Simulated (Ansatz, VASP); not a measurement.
Two plane-wave programs on CdSe

The input INCAR:

```
SYSTEM = CdSe
PREC = Accurate ; ENCUT = 600
EDIFF = 1E-6 ; ISMEAR = 0
SIGMA = 0.1 ; LREAL = .FALSE.
LASPH = .TRUE. ; NELM = 80
ALGO = Normal ; ISIF = 3
LWAVE = .FALSE. ; LCHARG = .FALSE.
GGA = PE ; IBRION = 2
NSW = 90 ; EDIFFG = -0.04
```

The input KPOINTS:

```
Automatic mesh
0
G
  6 6 2
  0 0 0
```

POSCAR

```
CdSe
1.0
    4.1673204800      0.0000000000      0.0000000000
   -2.0836602400      3.6090054000      0.0000000000
    0.0000000000      0.0000000000      9.1265661400
Cd Se
3 3
Direct
    0.0000000000      0.5000000000      0.1666666700
    0.5000000000      0.5000000000      0.8333333300
    0.5000000000      0.0000000000      0.5000000000
    0.5000000000      0.5000000000      0.3333333300
    0.5000000000      0.0000000000      0.0000000000
    0.0000000000      0.5000000000      0.6666666700
```

Input for Ansatz:

```yaml
crystal:
  lattice:
    - [4.16732048, 0.0, 0.0]
    - [-2.08366024, 3.6090054, 0.0]
    - [0.0, 0.0, 9.12656614]
  atoms:
    - { symbol: Cd, position: [0.0, 0.5, 0.16666667] }
    - { symbol: Cd, position: [0.5, 0.5, 0.83333333] }
    - { symbol: Cd, position: [0.5, 0.0, 0.5] }
    - { symbol: Se, position: [0.5, 0.5, 0.33333333] }
    - { symbol: Se, position: [0.5, 0.0, 0.0] }
    - { symbol: Se, position: [0.0, 0.5, 0.66666667] }
basis:
  ecutwfc: 420
kpoints:
  mp_grid: { grid: [6, 6, 2] }
hamiltonian:
  xc: pbe
scf:
  occupations: { method: gaussian, width: 0.1 }
  lower_state_search: "off"
output:
  forces: true
  stress: true
  eigenvalues: true
relax:
  adjacent_minimum: "off"
  f_tol: 0.04
  max_steps: 70
  cell: { stress_tol: 0.4 }
```

Alike in both runs: task relaxation of cell and atoms; functional PBE; k mesh 6 × 6 × 2; occupations gaussian, width 0.1 eV; no spin polarisation.

|  | VASP | Ansatz |
| --- | --- | --- |
| version | VASP 6.6.1 | Ansatz 0.2.0 |
| potentials or method | VASP PAW PBE potentials, release 64 (Cd, Se), cutoff 600 eV | scalar-relativistic, plane waves, PAW |
| valence electrons in the cell | 54 | 108 |

|  | VASP | Ansatz | Ansatz less VASP |
| --- | --- | --- | --- |
| gap on the k mesh at the Fermi level, each at its own relaxed structure (eV) | none | none | - |
| relaxed volume (Å³/atom) | 26.64 | 26.40 | -0.235 |
| relaxed length of the cell vector where the two differ most in proportion (Å) | 4.305 | 4.288 | -0.0173 |

A gap of «none» marks a metal or a gap that the smearing closes. VASP's potentials hold 54 valence electrons a cell and Ansatz's 108, so a difference there can come from the potentials and not from the codes.

Noted on VASP's run: the volume moved by over 15 % at a fixed basis, so the end points are rough.
